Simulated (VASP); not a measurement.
Crystal: Al.

```
CELL_PARAMETERS angstrom
0.00000 2.02481 2.02481
2.02481 0.00000 2.02481
2.02481 2.02481 0.00000
ATOMIC_POSITIONS crystal
Al 0.00000 0.00000 0.00000
```

```yaml
Program: VASP 6.6.1
Task: relaxation of cell and atoms
Functional: PBEsol
Potentials_or_basis: VASP PAW PBE potentials, release 64 (Al)
Cutoff: 500 eV
k_mesh: 14 × 14 × 14
Occupations: fermi-dirac, width 0.1 eV
Spin: no spin polarisation
```

At the start: pressure -2.0 GPa; volume 16.60 Å³/atom.

Q: Where does the relaxation end?

A: Over 3 steps the energy falls by 2.8 meV/atom and the volume is 16.17 Å³/atom (-2.6 %); space group Fm-3m (No. 225, to 0.1 Å) before and after.

The path:
```csv
step,energy change (eV),largest force (eV/Å),pressure (GPa),volume (Å³)
1,0.0000,0.0000,-2.03,16.60
2,-0.0027,0.0000,0.35,16.10
3,-0.0028,0.0000,0.00,16.17
```

Final structure:
```
Al
1.0
     0.00000    2.00702    2.00702
     2.00702    0.00000    2.00702
     2.00702    2.00702    0.00000
Al
1
Direct
  0.00000 0.00000 0.00000
```

Caveat: the PAW data sets were made with another functional, which shifts forces and pressure a little.
